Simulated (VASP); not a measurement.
Wanted: the native input for a VASP 6.6.1 run.

| Item | Value |
| --- | --- |
| Task | relaxation of cell and atoms |
| Functional | HSE06 |
| Potentials or basis | VASP PAW PBE potentials, release 64 (Pb_d, S) |
| Cutoff | 600 eV |
| k mesh | 4 × 4 × 4 |
| Occupations | fermi-dirac, width 0.02 eV |
| Spin | no spin polarisation |
| Dipole correction | no |
| Grid for exact exchange (PRECFOCK) | Normal |
| Further INCAR settings | ALGO = Normal; EDIFF = 1e-06; IBRION = 2; EDIFFG = -0.005; NSW = 80; ISIF = 3 |
| Screening parameter | 0.2079 1/Å |

PbS:

```
CELL_PARAMETERS angstrom
0.00000 2.98723 2.98723
2.98723 0.00000 2.98723
2.98723 2.98723 0.00000
ATOMIC_POSITIONS crystal
Pb 0.00000 0.00000 0.00000
S 0.50000 0.50000 0.50000
```

These files were run (other wordings do the same):

POSCAR

```
PbS
1.0
    0.0000000000      2.9872321667      2.9872321667
    2.9872321667      0.0000000000      2.9872321667
    2.9872321667      2.9872321667      0.0000000000
Pb S
1 1
Direct
    0.0000000000      0.0000000000      0.0000000000
    0.5000000000      0.5000000000      0.5000000000
```

INCAR.step1

```
ALGO = Normal ; EDIFF = 1E-5
ENCUT = 600 ; GGA = PE
ISMEAR = -1 ; LASPH = True
LCHARG = False ; LREAL = False
LWAVE = True ; NBANDS = 17
NELM = 60 ; PREC = Accurate
SIGMA = 0.02
```

INCAR.step2

```
ALGO = Normal ; EDIFF = 1E-6
EDIFFG = -0.005 ; ENCUT = 600
GGA = PE ; HFSCREEN = 0.2079
IBRION = 2 ; ISIF = 3
ISMEAR = -1 ; ISTART = 1
LASPH = True ; LCHARG = False
LHFCALC = True ; LREAL = False
LWAVE = False ; NELM = 60
NSW = 80 ; PREC = Accurate
PRECFOCK = Normal ; SIGMA = 0.02
```

KPOINTS

```
k-points
0
Gamma
  4 4 4
```

Potentials or basis: VASP PAW PBE potentials, release 64 (Pb_d, S).

The run is started by

```bash
$ cat potpaw_PBE.64/Pb_d/POTCAR potpaw_PBE.64/S/POTCAR > POTCAR
$ cp INCAR.step1 INCAR
$ mpirun -np 1 vasp_std > vasp.out
$ cp INCAR.step2 INCAR
$ mpirun -np 1 vasp_std > vasp.out
```

It gave:

```
Relaxed volume                         : 26.62 Å³/atom
Relaxed cell                           : a = 4.223 Å, b = 4.223 Å, c = 4.223 Å, α = 60.00°, β = 60.00°, γ = 60.00°
Space group after relaxing (to 0.05 Å) : Fm-3m (No. 225)
Energy gained by relaxing              : 0.0 meV/atom
Ionic steps                            : 3
Pressure after relaxing                : 0.0 GPa
Band gap on the k mesh                 : 0.89 eV, direct
```

Caveat: the k points lie up to 0.46 Å⁻¹ apart in the final cell; the PAW data sets were made with another functional, which shifts forces and pressure a little; spin-orbit coupling is left out, which moves the levels of the heavy elements.

Run time: 33 min on 1 thread of Oxide Virtual Turin-like Processor, with other jobs on the host, peak memory 0.29 GiB.
